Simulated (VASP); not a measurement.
# Au (Im-3m) in VASP: a series of runs

The runs below take Au through single point, with PBE.

All numbers are computed with VASP 6.6.1; they aren't measurements. Logs are shortened: lines on timing, memory, paths and dates and some standing lists are left out, and cuts for length are marked.

## (1) The cell of the first run

Symmetry: Im-3m, No. 229, cubic system. Conventional cell: a = 3.315 Å, b = 3.315 Å, c = 3.315 Å, α = 90.00°, β = 90.00°, γ = 90.00°. Within 3.8 Å of Au (site symmetry m-3m) lie 14 Au at 2.87 to 3.31 Å.

## (2) Single point, PBE

INCAR reads:

```
PREC = Accurate ; ENCUT = 500
EDIFF = 1E-6 ; ISMEAR = 0
SIGMA = 0.015 ; LREAL = F
LASPH = T ; NELM = 120
ALGO = Normal ; ISIF = 2
LWAVE = F ; LCHARG = F
GGA = PE ; NBANDS = 12
GGA_COMPAT = F
```

KPOINTS reads:

```
regular mesh
0
Gamma
  11 11 11
```

POSCAR reads:

```
Au
1.0
   -1.6572690000      1.6572690000      1.6572690000
    1.6572690000     -1.6572690000      1.6572690000
    1.6572690000      1.6572690000     -1.6572690000
Au
1
Direct
    0.0000000000      0.0000000000      0.0000000000
```

Potentials or basis: VASP PAW PBE potentials, release 64 (Au).

Run with:

```bash
$ cat potpaw_PBE.64/Au/POTCAR > POTCAR
$ mpirun -np 1 vasp_std > vasp.out
```

OUTCAR:

```text
PREC = Accurate
   ENCUT = 500
   EDIFF = 1E-6
   ISMEAR = 0
   LREAL = F
   LASPH = T
   NELM = 120
   ISIF = 2
   GGA = PE

 ion  position               nearest neighbor table
   1  0.000  0.000  0.000-

  LATTYP: Found a body centered cubic cell.
 ALAT       =     3.3145380000

  Lattice vectors:

 A1 = (  -1.6572690000,   1.6572690000,   1.6572690000)
 A2 = (   1.6572690000,  -1.6572690000,   1.6572690000)
 A3 = (   1.6572690000,   1.6572690000,  -1.6572690000)

Analysis of symmetry for initial positions (statically):
=====================================================================
 Subroutine PRICEL returns:
 Original cell was already a primitive cell.

 Routine SETGRP: Setting up the symmetry group for a
 body centered cubic supercell.

 Subroutine GETGRP returns: Found 48 space group operations
 (whereof 48 operations were pure point group operations)
 out of a pool of 48 trial point group operations.

The static configuration has the point symmetry O_h .

Analysis of symmetry for dynamics (positions and initial velocities):
=====================================================================
 Subroutine PRICEL returns:
 Original cell was already a primitive cell.

 Routine SETGRP: Setting up the symmetry group for a
 body centered cubic supercell.

 Subroutine GETGRP returns: Found 48 space group operations
 (whereof 48 operations were pure point group operations)
 out of a pool of 48 trial point group operations.

The dynamic configuration has the point symmetry O_h .

 Subroutine INISYM returns: Found 48 space group operations
 (whereof 48 operations are pure point group operations),
 and found     1 'primitive' translations

----------------------------------------------------------------------------------------

                                     Primitive cell

  volume of cell :      18.2070

  direct lattice vectors                    reciprocal lattice vectors
    -1.657269000  1.657269000  1.657269000     0.000000000  0.301701172  0.301701172
     1.657269000 -1.657269000  1.657269000     0.301701172  0.000000000  0.301701172
     1.657269000  1.657269000 -1.657269000     0.301701172  0.301701172  0.000000000

  length of vectors
     2.870474110  2.870474110  2.870474110     0.426669890  0.426669890  0.426669890

  position of ions in fractional coordinates (direct lattice)
     0.000000000  0.000000000  0.000000000

  ion indices of the primitive-cell ions
   primitive index   ion index
                 1           1

----------------------------------------------------------------------------------------

 KPOINTS: regular mesh

Automatic generation of k-mesh.
 Grid dimensions read from file:
 generate k-points for:   11   11   11

 Generating k-lattice:

  Cartesian coordinates                     Fractional coordinates (reciprocal lattice)
     0.000000000  0.027427379  0.027427379     0.090909091  0.000000000  0.000000000
     0.027427379  0.000000000  0.027427379     0.000000000  0.090909091  0.000000000
     0.027427379  0.027427379  0.000000000     0.000000000  0.000000000  0.090909091

  Length of vectors
     0.038788172  0.038788172  0.038788172

  Shift w.r.t. Gamma in fractional coordinates (k-lattice)
     0.000000000  0.000000000  0.000000000

 Subroutine IBZKPT returns following result:
 ===========================================

 Found     56 irreducible k-points:

 Following reciprocal coordinates:
            Coordinates               Weight
  0.000000  0.000000  0.000000      1.000000
  0.090909  0.000000  0.000000     12.000000
  0.181818  0.000000  0.000000     12.000000
  0.272727  0.000000  0.000000     12.000000
  0.363636  0.000000  0.000000     12.000000
  0.454545  0.000000  0.000000     12.000000
[... 16 lines left out ...]
  0.272727  0.181818  0.090909     48.000000
  0.363636  0.181818  0.090909     24.000000
 [... further k-points ...]
   k-points           NKPTS =     56   k-points in BZ     NKDIM =     56   number of bands    NBANDS=     12
   number of dos      NEDOS =    301   number of ions     NIONS =      1
   total plane-waves  NPLWV =  13824
   dimension x,y,z NGX =    24 NGY =   24 NGZ =   24
   dimension x,y,z NGXF=    48 NGYF=   48 NGZF=   48
   ions per type =               1
   NGX,Y,Z   is equivalent  to a cutoff of  13.90, 13.90, 13.90 a.u.
   NGXF,Y,Z  is equivalent  to a cutoff of  27.80, 27.80, 27.80 a.u.
 SYSTEM =  unknown system
   PREC   = accura    normal or accurate (medium, high low for compatibility)
   ISTART =      0    job   : 0-new  1-cont  2-samecut
   ICHARG =      2    charge: 1-file 2-atom 10-const
   ISPIN  =      1    spin polarized calculation?
   LNONCOLLINEAR =      F non collinear calculations
   LSORBIT =      F    spin-orbit coupling
   LASPH  =      T    aspherical Exc in radial PAW
   ENCUT  =  500.0 eV  36.75 Ry    6.06 a.u.   5.23  5.23  5.23*2*pi/ulx,y,z
   NELM   =    120;   NELMIN=  2; NELMDL= -5     # of ELM steps
   EDIFF  = 0.1E-05   stopping-criterion for ELM
   LREAL  =      F    real-space projection
   EDIFFG = 0.1E-04   stopping-criterion for IOM
   NSW    =      0    number of steps for IOM
   IBRION =     -1    ionic relax: 0-MD 1-quasi-New 2-CG
   NFREE  =      0    steps in history (QN), initial steepest desc. (CG)
   ISIF   =      2    stress and relaxation
   ISYM   =      2    0-nonsym 1-usesym 2-fastsym
   POTIM  = 0.5000    time-step for ionic-motion
   TEBEG  =    0.0;   TEEND  =   0.0 temperature during run
   PSTRESS=    0.0 pullay stress
   NELECT =      11.0000    total number of electrons
   NUPDOWN=      -1.0000    fix difference up-down
   EMIN   =  10.00;   EMAX   =-10.00  energy-range for DOS
   EFERMI =   0.00;   METHOD = LEGACY
   ISMEAR =     0;   SIGMA  =   0.01  broadening in eV -4-tet -1-fermi 0-gaus
   EFERMI_NEDOS =   21; number of points for ismear=-14 and -15
   IALGO  =     38    algorithm
   IMIX   =      4    mixing-type and parameters
     AMIX     =   0.40;   BMIX     =  1.00
     AMIX_MAG =   1.60;   BMIX_MAG =  1.00
  volume/ion in A,a.u.               =      18.21       122.87
  Fermi-wavevector in a.u.,A,eV,Ry     =   1.383968  2.615320 26.060157  1.915367
  Thomas-Fermi vector in A             =   2.508516
   LORBIT       =      0    0 simple, 1 ext, 2 COOP (PROOUT), +10 PAW based schemes
   GGA     = PE    functional components
   LHFCALC =     F    Hartree Fock is set to
   AEXX    =    0.0000 exact exchange contribution
   IVDW    =     0    specifies the selected vdW correction
   LEPSILON=     F    determine dielectric tensor
   LRPA    =     F    only Hartree local field effects (RPA)
 non-spin polarized calculation
 Gauss-broadening in eV      SIGMA  =   0.01
  energy-cutoff  :      500.00
  volume of cell :       18.21
 maximum number of plane-waves:       472
 NGX is ok and might be reduce to    24
   NGX = 11   NGY = 11   NGZ = 11

 number of electron      10.9999998 magnetization

 Free energy of the ion-electron system (eV)
  ---------------------------------------------------
  ext. energy  EPLUGINS =         0.00000000
  ---------------------------------------------------
  free energy    TOTEN  =        -3.19213380 eV

  energy without entropy =       -3.19172934  energy(sigma->0) =       -3.19193157

 E-fermi :   8.3034     XC(G=0): -12.3229

 val. band max:        8.2987906885   @ k =  -0.3636   0.4545   0.0909
 cond. band min:       8.3290285898   @ k =  -0.2727   0.4545   0.0909
 fundamental gap:      0.0302379013
 Fermi energy:         8.3033652220

 k-point     1 :       0.0000    0.0000    0.0000
  band No.  band energies     occupation
      1      -0.7542      2.00000
      2       3.9039      2.00000
      3       3.9039      2.00000
      4       3.9039      2.00000
      5       5.6404      2.00000
      6       5.6404      2.00000
      7      24.9107      0.00000
      8      24.9107      0.00000
      9      24.9107      0.00000
     10      31.5730      0.00000
     11      31.5730      0.00000
     12      31.5730      0.00000

 k-point     2 :       0.0909    0.0000    0.0000
  band No.  band energies     occupation
      1      -0.4687      2.00000
      2       3.8186      2.00000
      3       3.9121      2.00000
      4       4.0983      2.00000
      5       5.5437      2.00000
      6       5.6467      2.00000
      7      24.7320      0.00000
      8      24.9309      0.00000
      9      25.2583      0.00000
     10      29.2741      0.00000
     11      29.5762      0.00000
     12      30.5489      0.00000

 k-point     3 :       0.1818    0.0000    0.0000
  band No.  band energies     occupation
      1       0.3205      2.00000
      2       3.5973      2.00000
      3       3.9358      2.00000
      4       4.6515      2.00000
      5       5.3839      2.00000
      6       5.6696      2.00000
      7      22.7951      0.00000
      8      24.3027      0.00000
      9      26.2188      0.00000
     10      27.7661      0.00000
     11      28.2119      0.00000
     12      28.8300      0.00000
[... 286 lines left out ...]
 k-point    23 :       0.2727    0.1818    0.0909
  band No.  band energies     occupation
      1       2.6394      2.00000
      2       3.1464      2.00000
      3       4.1948      2.00000
      4       5.6480      2.00000
      5       5.8294      2.00000
      6       9.5165      0.00000
      7      13.8667      0.00000
      8      17.6769      0.00000
      9      19.9717      0.00000
     10      29.5862      0.00000
     11      32.2169      0.00000
     12      33.7441      0.00000

 k-point    24 :       0.3636    0.1818    0.0909
  band No.  band energies     occupation
      1       2.5991      2.00000
      2       3.0977      2.00000
      3       4.6397      2.00000
      4       5.6886      2.00000
      5       5.8643      2.00000
      6      11.3178      0.00000
      7      11.6424      0.00000
      8      17.1067      0.00000
      9      19.7179      0.00000
     10      30.1275      0.00000
     11      31.7845      0.00000
     12      33.7417      0.00000

 [... further k-points ...]

------------------------ aborting loop because EDIFF is reached ----------------------------------------

  FORCE on cell =-STRESS in cart. coord.  units (eV):
  Direction    XX          YY          ZZ          XY          YZ          ZX
  --------------------------------------------------------------------------------------
  -------------------------------------------------------------------------------------
  Total       -0.1214781     -0.1214781     -0.1214781     -0.0000000     -0.0000000      0.0000000
  in kB      -10.6898033    -10.6898033    -10.6898033     -0.0000000     -0.0000000      0.0000000
  external PRESSURE =     -10.6898033 kB  Pullay stress =       0.0000000 kB

 VOLUME and BASIS-vectors are now :
 -----------------------------------------------------------------------------
  energy-cutoff  :      500.00
  volume of cell :       18.21
      direct lattice vectors                 reciprocal lattice vectors
    -1.657269000  1.657269000  1.657269000     0.000000000  0.301701172  0.301701172
     1.657269000 -1.657269000  1.657269000     0.301701172  0.000000000  0.301701172
     1.657269000  1.657269000 -1.657269000     0.301701172  0.301701172  0.000000000

 POSITION                                       TOTAL-FORCE (eV/Angst)
 -----------------------------------------------------------------------------------
      0.00000      0.00000      0.00000         0.000000      0.000000      0.000000
 -----------------------------------------------------------------------------------
    total drift:                                0.000000      0.000000     -0.000000

  FREE ENERGIE OF THE ION-ELECTRON SYSTEM (eV)
  ---------------------------------------------------
  free  energy   TOTEN  =        -3.1921337959 eV

  energy  without entropy=       -3.1917293431  energy(sigma->0) =       -3.19193157
```

It took 12 s on 1 thread of Intel Xeon Platinum 8375C at 2.90GHz (Ice Lake), shared host; peak memory 0.14 GiB.

Results:

- Free energy: -3.1921 eV
- Pressure: -1.1 GPa

Caveat: spin-orbit coupling is left out, which moves the levels of the heavy elements.

[end of part 1 of 2]
